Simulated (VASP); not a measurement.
# TaN (P6_3/mmc) in VASP: notebook

Runs on TaN. Level: PBEsol. Tasks: electric field gradients.

All numbers are computed with VASP 6.6.1; they aren't measurements. Logs are shortened: lines on timing, memory, paths and dates and some standing lists are left out, and cuts for length are marked.

## (1) The cell of the first run

It takes space group P6_3/mmc (No. 194, hexagonal). The conventional cell has a = 3.048 Å, b = 3.048 Å, c = 4.869 Å, α = 90.00°, β = 90.00°, γ = 120.00°. Ta (site symmetry -3m) has 6 N at 2.14 Å and 2 Ta at 2.43 Å within 2.8 Å. Within 2.8 Å of N (site symmetry -6m2) lie 6 Ta at 2.14 Å.

## (2) Electric field gradients, PBEsol (zz strain of -1 %)

Contents of INCAR:

```
PREC     = Accurate       # precision mode
ENCUT    = 520            # plane-wave cutoff, eV
EDIFF    = 1E-8           # SCF threshold, eV
ISMEAR   = -1             # smearing method
SIGMA    = 0.01           # smearing width, eV
LREAL    = F              # projectors in reciprocal space
LASPH    = T              # aspherical terms in the spheres
NELM     = 60             # most SCF steps
ALGO     = Normal         # electronic algorithm
ISIF     = 2              # what is computed and relaxed
LWAVE    = F              # write WAVECAR
LCHARG   = F              # write CHGCAR
GGA      = PS             # functional
LEFG     = T            
NBANDS   = 24             # bands
```

Contents of KPOINTS:

```
Automatic mesh
0
Gamma
  9 9 5
```

Contents of POSCAR:

```
TaN
1.0
    3.0480019786      0.0000000000      0.0000000000
   -1.5240009893      2.6396471442      0.0000000000
    0.0000000000      0.0000000000      4.8688200000
Ta N
2 2
Direct
    0.0000000000      0.0000000000      0.0000000000
    0.0000000000      0.0000000000      0.5000000000
    0.3333333333      0.6666666667      0.2500000000
    0.6666666667      0.3333333333      0.7500000000
```

Potentials or basis: VASP PAW PBE potentials, release 64 (Ta_pv, N).

The run is started by

```
$ cat potpaw_PBE.64/Ta_pv/POTCAR potpaw_PBE.64/N/POTCAR > POTCAR
$ mpirun -np 1 vasp_std > vasp.out
```

OUTCAR:

```text
PREC = Accurate
   ENCUT = 520
   EDIFF = 1E-8
   ISMEAR = -1
   LREAL = F
   LASPH = T
   NELM = 60
   ISIF = 2
   GGA = PS

 ion  position               nearest neighbor table
   1  0.000  0.000  0.000-   3 2.14   4 2.14   3 2.14   4 2.14   4 2.14   3 2.14   2 2.43   2 2.43

   2  0.000  0.000  0.500-   3 2.14   4 2.14   3 2.14   4 2.14   4 2.14   3 2.14   1 2.43   1 2.43

   3  0.333  0.667  0.250-   1 2.14   2 2.14   1 2.14   2 2.14   1 2.14   2 2.14
   4  0.667  0.333  0.750-   1 2.14   2 2.14   1 2.14   2 2.14   1 2.14   2 2.14

  LATTYP: Found a hexagonal cell.
 ALAT       =     3.0480019786
 C/A-ratio  =     1.5973808528

  Lattice vectors:

 A1 = (   3.0480019786,   0.0000000000,   0.0000000000)
 A2 = (  -1.5240009893,   2.6396471442,   0.0000000000)
 A3 = (   0.0000000000,   0.0000000000,   4.8688200000)

Analysis of symmetry for initial positions (statically):
=====================================================================
 Subroutine PRICEL returns:
 Original cell was already a primitive cell.

 Routine SETGRP: Setting up the symmetry group for a
 hexagonal supercell.

 Subroutine GETGRP returns: Found 24 space group operations
 (whereof 12 operations were pure point group operations)
 out of a pool of 24 trial point group operations.

The static configuration has the point symmetry D_3d.
 The point group associated with its full space group is D_6h.

Analysis of symmetry for dynamics (positions and initial velocities):
=====================================================================
 Subroutine PRICEL returns:
 Original cell was already a primitive cell.

 Routine SETGRP: Setting up the symmetry group for a
 hexagonal supercell.

 Subroutine GETGRP returns: Found 24 space group operations
 (whereof 12 operations were pure point group operations)
 out of a pool of 24 trial point group operations.

The dynamic configuration has the point symmetry D_3d.
 The point group associated with its full space group is D_6h.

 Subroutine INISYM returns: Found 24 space group operations
 (whereof 12 operations are pure point group operations),
 and found     1 'primitive' translations

----------------------------------------------------------------------------------------

                                     Primitive cell

  volume of cell :      39.1728

  direct lattice vectors                    reciprocal lattice vectors
     3.048001979  0.000000000  0.000000000     0.328083777  0.189419257  0.000000000
    -1.524000989  2.639647144  0.000000000     0.000000000  0.378838513  0.000000000
     0.000000000  0.000000000  4.868820000     0.000000000  0.000000000  0.205388575

  length of vectors
     3.048001979  3.048001979  4.868820000     0.378838513  0.378838513  0.205388575

  position of ions in fractional coordinates (direct lattice)
     0.000000000  0.000000000  0.000000000
     0.000000000  0.000000000  0.500000000
     0.333333333  0.666666667  0.250000000
     0.666666667  0.333333333  0.750000000

  ion indices of the primitive-cell ions
   primitive index   ion index
                 1           1
                 2           2
                 3           3
                 4           4

----------------------------------------------------------------------------------------

 KPOINTS: Automatic mesh

Automatic generation of k-mesh.
 Grid dimensions read from file:
 generate k-points for:    9    9    5

 Generating k-lattice:

  Cartesian coordinates                     Fractional coordinates (reciprocal lattice)
     0.036453753  0.021046584  0.000000000     0.111111111  0.000000000  0.000000000
     0.000000000  0.042093168  0.000000000     0.000000000  0.111111111  0.000000000
     0.000000000  0.000000000  0.041077715     0.000000000  0.000000000  0.200000000

  Length of vectors
     0.042093168  0.042093168  0.041077715

  Shift w.r.t. Gamma in fractional coordinates (k-lattice)
     0.000000000  0.000000000  0.000000000

 Subroutine IBZKPT returns following result:
 ===========================================

 Found     36 irreducible k-points:

 Following reciprocal coordinates:
            Coordinates               Weight
  0.000000  0.000000  0.000000      1.000000
  0.111111  0.000000  0.000000      6.000000
  0.222222  0.000000  0.000000      6.000000
  0.333333  0.000000  0.000000      6.000000
  0.444444  0.000000  0.000000      6.000000
  0.111111  0.111111  0.000000      6.000000
[... 16 lines left out ...]
  0.333333  0.222222  0.200000     24.000000
  0.333333  0.333333  0.200000      4.000000
 [... further k-points ...]
   k-points           NKPTS =     36   k-points in BZ     NKDIM =     36   number of bands    NBANDS=     24
   number of dos      NEDOS =    301   number of ions     NIONS =      4
   total plane-waves  NPLWV =  20736
   dimension x,y,z NGX =    24 NGY =   24 NGZ =   36
   dimension x,y,z NGXF=    48 NGYF=   48 NGZF=   72
   ions per type =               2   2
   NGX,Y,Z   is equivalent  to a cutoff of  13.09, 13.09, 12.29 a.u.
   NGXF,Y,Z  is equivalent  to a cutoff of  26.18, 26.18, 24.58 a.u.
 SYSTEM =  unknown system
   PREC   = accura    normal or accurate (medium, high low for compatibility)
   ISTART =      0    job   : 0-new  1-cont  2-samecut
   ICHARG =      2    charge: 1-file 2-atom 10-const
   ISPIN  =      1    spin polarized calculation?
   LNONCOLLINEAR =      F non collinear calculations
   LSORBIT =      F    spin-orbit coupling
   LASPH  =      T    aspherical Exc in radial PAW
   ENCUT  =  520.0 eV  38.22 Ry    6.18 a.u.   5.67  5.67  9.05*2*pi/ulx,y,z
   NELM   =     60;   NELMIN=  2; NELMDL= -5     # of ELM steps
   EDIFF  = 0.1E-07   stopping-criterion for ELM
   LREAL  =      F    real-space projection
   EDIFFG = 0.1E-06   stopping-criterion for IOM
   NSW    =      0    number of steps for IOM
   IBRION =     -1    ionic relax: 0-MD 1-quasi-New 2-CG
   NFREE  =      0    steps in history (QN), initial steepest desc. (CG)
   ISIF   =      2    stress and relaxation
   ISYM   =      2    0-nonsym 1-usesym 2-fastsym
   POTIM  = 0.5000    time-step for ionic-motion
   TEBEG  =    0.0;   TEEND  =   0.0 temperature during run
   PSTRESS=    0.0 pullay stress
   NELECT =      32.0000    total number of electrons
   NUPDOWN=      -1.0000    fix difference up-down
   EMIN   =  10.00;   EMAX   =-10.00  energy-range for DOS
   EFERMI =   0.00;   METHOD = LEGACY
   ISMEAR =    -1;   SIGMA  =   0.01  broadening in eV -4-tet -1-fermi 0-gaus
   EFERMI_NEDOS =   21; number of points for ismear=-14 and -15
   IALGO  =     38    algorithm
   IMIX   =      4    mixing-type and parameters
     AMIX     =   0.40;   BMIX     =  1.00
     AMIX_MAG =   1.60;   BMIX_MAG =  1.00
  volume/ion in A,a.u.               =       9.79        66.09
  Fermi-wavevector in a.u.,A,eV,Ry     =   1.530370  2.891981 31.865299  2.342033
  Thomas-Fermi vector in A             =   2.637863
   LORBIT       =      0    0 simple, 1 ext, 2 COOP (PROOUT), +10 PAW based schemes
   GGA     = PS    functional components
   LHFCALC =     F    Hartree Fock is set to
   AEXX    =    0.0000 exact exchange contribution
   IVDW    =     0    specifies the selected vdW correction
   LEPSILON=     F    determine dielectric tensor
   LRPA    =     F    only Hartree local field effects (RPA)
 non-spin polarized calculation
  energy-cutoff  :      520.00
  volume of cell :       39.17
 maximum number of plane-waves:      1087
 NGX is ok and might be reduce to    24
   NGX = 11   NGY = 11   NGZ = 19

 number of electron      32.0000001 magnetization

 Free energy of the ion-electron system (eV)
  ---------------------------------------------------
  ext. energy  EPLUGINS =         0.00000000
  ---------------------------------------------------
  free energy    TOTEN  =       -44.03218649 eV

  energy without entropy =      -44.03075569  energy(sigma->0) =      -44.03147109

 E-fermi :   9.8246     XC(G=0): -13.9562

 val. band max:        9.8034232324   @ k =   0.3333   0.0000   0.2000
 cond. band min:       9.8368032216   @ k =   0.3333   0.2222   0.2000
 fundamental gap:      0.0333799891
 Fermi energy:         9.8246432016

 k-point     1 :       0.0000    0.0000    0.0000
  band No.  band energies     occupation
      1     -27.4051      2.00000
      2     -25.4393      2.00000
      3     -25.4393      2.00000
      4     -25.0250      2.00000
      5     -25.0250      2.00000
      6     -24.1225      2.00000
[... 637 lines left out ...]
     23      17.2897      0.00000
     24      17.2897      0.00000

 [... further k-points ...]
[... 5 lines left out ...]
  --------------------------------------------------------------------------------------
  -------------------------------------------------------------------------------------
  Total        6.6347637      6.6347637     28.4408456      0.0000000     -0.0000000      0.0000000
  in kB      271.3633552    271.3633552   1163.2371060      0.0000000     -0.0000000      0.0000000
  external PRESSURE =     568.6546055 kB  Pullay stress =       0.0000000 kB

 VOLUME and BASIS-vectors are now :
 -----------------------------------------------------------------------------
  energy-cutoff  :      520.00
  volume of cell :       39.17
      direct lattice vectors                 reciprocal lattice vectors
     3.048001979  0.000000000  0.000000000     0.328083777  0.189419257  0.000000000
    -1.524000989  2.639647144  0.000000000     0.000000000  0.378838513  0.000000000
     0.000000000  0.000000000  4.868820000     0.000000000  0.000000000  0.205388575

 POSITION                                       TOTAL-FORCE (eV/Angst)
 -----------------------------------------------------------------------------------
      0.00000      0.00000      0.00000        -0.000000      0.000000      0.000000
      0.00000      0.00000      2.43441        -0.000000      0.000000      0.000000
     -0.00000      1.75976      1.21721        -0.000000      0.000000     -0.000000
      1.52400      0.87988      3.65162         0.000000     -0.000000      0.000000
 -----------------------------------------------------------------------------------
    total drift:                               -0.000000      0.000000      0.000000

  FREE ENERGIE OF THE ION-ELECTRON SYSTEM (eV)
  ---------------------------------------------------
  free  energy   TOTEN  =       -44.0321864912 eV

  energy  without entropy=      -44.0307556875  energy(sigma->0) =      -44.03147109

 Electric field gradients (V/A^2)
---------------------------------------------------------------------
 ion       V_xx      V_yy      V_zz      V_xy      V_xz      V_yz
---------------------------------------------------------------------
   1      86.855    86.854  -173.709    -0.000     0.000    -0.000
   2      86.855    86.854  -173.709    -0.000    -0.000     0.000
   3      -3.113    -3.113     6.226     0.001     0.000    -0.000
   4      -3.113    -3.113     6.226     0.001     0.000     0.000
---------------------------------------------------------------------

 Electric field gradients after diagonalization (V/A^2)
 (convention: |V_zz| > |V_xx| > |V_yy|)
----------------------------------------------------------------------
 ion       V_xx      V_yy      V_zz     asymmetry (V_yy - V_xx)/ V_zz
----------------------------------------------------------------------
   1      86.855    86.854  -173.709       0.000
   2      86.855    86.854  -173.709       0.000
   3      -3.114    -3.112     6.226       0.000
   4      -3.114    -3.112     6.226       0.000
----------------------------------------------------------------------

           NMR quadrupolar parameters

 Cq : quadrupolar parameter    Cq=e*Q*V_zz/h
 eta: asymmetry parameters     (V_yy - V_xx)/ V_zz
 Q  : nuclear electric quadrupole moment in mb (millibarn)
----------------------------------------------------------------------
 ion       Cq(MHz)       eta       Q (mb)
----------------------------------------------------------------------
   1      -0.420       0.000       1.000
   2      -0.420       0.000       1.000
   3       0.015       0.000       1.000
   4       0.015       0.000       1.000
----------------------------------------------------------------------
```

It took 12 s on 1 thread of Intel Xeon 6975P-C (Granite Rapids), shared host; peak memory 0.16 GiB.

Results:

```yaml
Free_energy: -44.0322 eV
Pressure: 56.9 GPa
Band_gap_on_the_k_mesh: zero (band 16 reaches 10.50 eV, above the bottom of band 17 at 7.84 eV)
```

Stress tensor (GPa, compression positive):
```
 27.14   0.00   0.00
  0.00  27.14   0.00
  0.00   0.00 116.32
```

Electric field gradients, principal values (V/Å²):
| atom | least | middle | greatest (by size) |
| --- | --- | --- | --- |
| 1 Ta | 86.854 | 86.855 | -173.709 |
| 2 Ta | 86.854 | 86.855 | -173.709 |
| 3 N | -3.112 | -3.114 | 6.226 |
| 4 N | -3.112 | -3.114 | 6.226 |

Caveat: the cell differs from its parent crystal (zz strain of -1 %); without QUAD_EFG the Cq values of the log hold for a quadrupole moment of 1 mb, not for the nuclei; the PAW data sets were made with another functional, which shifts forces and pressure a little; spin-orbit coupling is left out, which moves the levels of the heavy elements.

(Part 1 of 3 ends here.)
